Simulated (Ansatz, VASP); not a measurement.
# One calculation of Ge2Sb2O, two programs

The input INCAR:

```
SYSTEM = Ge2Sb2O
PREC = Accurate ; ENCUT = 600
EDIFF = 1E-7 ; ISMEAR = 0
SIGMA = 0.1 ; LREAL = .False.
LASPH = .True. ; NELM = 120
ALGO = Normal ; ISIF = 3
LWAVE = .False. ; LCHARG = .False.
GGA = PE ; IBRION = 2
NSW = 90 ; EDIFFG = -0.04
GGA_COMPAT = .False. ; NELMIN = 4
```

The input KPOINTS:

```
Automatic mesh
0
Gamma
  6 6 4
  0 0 0
```

File POSCAR:

```
Ge2Sb2O
1.0
    5.2727484900      0.0000000000      0.0000000000
   -2.6363742400      4.5663341400      0.0000000000
    0.0000000000      0.0000000000      4.8321716700
Ge Sb O
2 2 1
Direct
    0.3333333300      0.6666666700      0.0000000000
    0.6666666700      0.3333333300      0.0000000000
    0.3333333300      0.6666666700      0.5000000000
    0.6666666700      0.3333333300      0.5000000000
    0.0000000000      0.0000000000      0.0000000000
```

Input for Ansatz:

```yaml
crystal:
  lattice:
    - [5.27274849, 0.0, 0.0]
    - [-2.63637424, 4.56633414, 0.0]
    - [0.0, 0.0, 4.83217167]
  atoms:
    - { symbol: Ge, position: [0.33333333, 0.66666667, 0.0] }
    - { symbol: Ge, position: [0.66666667, 0.33333333, 0.0] }
    - { symbol: Sb, position: [0.33333333, 0.66666667, 0.5] }
    - { symbol: Sb, position: [0.66666667, 0.33333333, 0.5] }
    - { symbol: O, position: [0.0, 0.0, 0.0] }
basis:
  ecutwfc: 420
kpoints:
  mp_grid: { grid: [6, 6, 4] }
hamiltonian:
  xc: pbe
scf:
  occupations: { method: gaussian, width: 0.1 }
  lower_state_search: "off"
output:
  forces: true
  stress: true
  eigenvalues: true
relax:
  adjacent_minimum: "off"
  f_tol: 0.04
  max_steps: 70
  cell: { stress_tol: 0.4 }
```

Alike in both runs: task relaxation of cell and atoms; functional PBE; k mesh 6 × 6 × 4; occupations gaussian, width 0.1 eV; no spin polarisation.

```csv
,VASP,Ansatz
version,VASP 6.6.1,Ansatz 0.2.0
potentials or method,"VASP PAW PBE potentials, release 64 (Ge_d, Sb, O), cutoff 600 eV","scalar-relativistic, plane waves, PAW"
valence electrons in the cell,44,64
```

```csv
,VASP,Ansatz,Ansatz less VASP
"gap on the k mesh at the Fermi level, each at its own relaxed structure (eV)",none,none,-
relaxed volume (Å³/atom),23.34,23.33,-0.006
relaxed cell length with the largest relative difference (Å),4.838,4.838,-0.0008
```

A gap of «none» marks a metal or a gap that the smearing closes. VASP's potentials hold 44 valence electrons a cell and Ansatz's 64, so a difference there can come from the potentials and not from the codes.

Spin-orbit coupling is off throughout.
